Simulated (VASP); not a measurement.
Here is a VASP 6.6.1 calculation.

File POSCAR:

```
Sr
1.0
    0.0000000000      3.0800731458      3.0800731458
    3.0800731458      0.0000000000      3.0800731458
    3.0800731458      3.0800731458      0.0000000000
Sr
1
Direct
    0.0000000000      0.0000000000      0.0000000000
```

The input INCAR.step1:

```
SYSTEM = Sr
PREC = Accurate
ENCUT = 520
ISMEAR = 0
SIGMA = 0.1
LREAL = .False.
LASPH = .True.
NELM = 80
NBANDS = 11
GGA = PE
ALGO = Normal
EDIFF = 1E-4
LWAVE = .True.
LCHARG = .False.
```

The input INCAR.step2:

```
SYSTEM = Sr
PREC = Accurate
ENCUT = 520
EDIFF = 1E-7
ISMEAR = 0
SIGMA = 0.1
LREAL = .False.
LASPH = .True.
NELM = 80
ALGO = Normal
ISIF = 2
LWAVE = .False.
LCHARG = .False.
METAGGA = R2SCAN
LMIXTAU = .True.
NBANDS = 11
ISTART = 1
```

Contents of KPOINTS:

```
regular mesh
0
Gamma
  12 12 12
  0 0 0
```

Potentials or basis: VASP PAW PBE potentials, release 64 (Sr_sv).

Launch:

```console
$ cat potpaw_PBE.64/Sr_sv/POTCAR > POTCAR
$ cp INCAR.step1 INCAR
$ mpirun -np 1 vasp_std > vasp.out
$ cp INCAR.step2 INCAR
$ mpirun -np 1 vasp_std > vasp.out
```

Task: Predict the pressure.

Result: -0.3 GPa.

Task: Estimate the band gap on the k mesh.

Result: Zero (bands 5 and 6 overlap by 0.24 eV).

Caveat: the PAW data sets were made with another functional, which shifts forces and pressure a little.
